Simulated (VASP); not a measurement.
Here is a VASP 6.6.1 calculation.

Contents of INCAR:

```
ALGO = Normal
EDIFF = 1E-7
ENCUT = 520
GGA = PE
ISIF = 2
ISMEAR = -1
LASPH = True
LCHARG = False
LREAL = False
LWAVE = False
NBANDS = 16
NELM = 60
PREC = Accurate
SIGMA = 0.02
```

KPOINTS

```
k-points
0
Gamma
  11 11 6
```

The input POSCAR:

```
AlN
1.0
    3.1100000000      0.0000000000      0.0000000000
   -1.5550000000      2.6933390058      0.0000000000
    0.0000000000      0.0000000000      4.8306000000
Al N
2 2
Direct
    0.6666666667      0.3333333333     -0.0033901822
    0.3333333333      0.6666666667      0.4966098178
    0.6666666667      0.3333333333      0.3853901822
    0.3333333333      0.6666666667      0.8853901822
```

Potentials or basis: VASP PAW PBE potentials, release 64 (Al, N).

Launch:

```sh
$ cat potpaw_PBE.64/Al/POTCAR potpaw_PBE.64/N/POTCAR > POTCAR
$ mpirun -np 1 vasp_std > vasp.out
```

(1) Predict the pressure.

(2) What does it give for the band gap on the k mesh?

Answers

(1) 10.1 GPa.

(2) 4.30 eV, direct.

Caveat: the cell differs from its parent crystal (z stretched by -3 %, then relaxed in part).
